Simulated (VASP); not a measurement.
Here is a VASP 6.6.1 calculation.

The input INCAR:

```
SYSTEM = Cu3N
ALGO     = Normal         ! electronic algorithm
EDIFF    = 1E-7           ! SCF threshold, eV
EDIFFG   = -0.008         ! ionic threshold
ENCUT    = 600            ! plane-wave cutoff, eV
GGA      = PE             ! functional
GGA_COMPAT= .False.      
IBRION   = 2              ! ionic algorithm
ISIF     = 3              ! what is computed and relaxed
ISMEAR   = 0              ! smearing method
LASPH    = .True.         ! aspherical terms in the spheres
LCHARG   = .False.        ! write CHGCAR
LREAL    = .False.        ! projectors in reciprocal space
LWAVE    = .False.        ! write WAVECAR
NELM     = 120            ! most SCF steps
NELMIN   = 4            
NSW      = 70             ! ionic steps
PREC     = Accurate       ! precision mode
PSTRESS  = 600.0        
SIGMA    = 0.1            ! smearing width, eV
```

File KPOINTS:

```
k-points
0
Gamma
  12 12 12
  0 0 0
```

The input POSCAR:

```
Cu3N
1.0
    3.5177868279      0.0000000000      0.0000000000
    0.0000000000      3.5177868279      0.0000000000
    0.0000000000      0.0000000000      3.5177868279
Cu N
3 1
Direct
    0.5000000000      0.0000000000      0.0000000000
    0.0000000000      0.5000000000      0.0000000000
    0.0000000000      0.0000000000      0.5000000000
    0.0000000000      0.0000000000      0.0000000000
```

Potentials or basis: VASP PAW PBE potentials, release 64 (Cu, N).

Launch:

```console
$ cat potpaw_PBE.64/Cu/POTCAR potpaw_PBE.64/N/POTCAR > POTCAR
$ mpirun -np 1 vasp_std > vasp.out
```

(1) Predict the relaxed cell.

(2) What does it give for the band gap on the k mesh?

(3) Estimate the space group after relaxing (to 0.1 Å).

(4) What does it give for the relaxed volume?

## Answers

(1) a = 3.497 Å, b = 3.497 Å, c = 3.497 Å, α = 90.00°, β = 90.00°, γ = 90.00°.

(2) zero (bands 19 and 20 overlap by 0.67 eV).

(3) Pm-3m (No. 221).

(4) 10.69 Å³/atom.

Caveat: the cell is relaxed towards a set pressure, so the run minimises the enthalpy, not the energy.
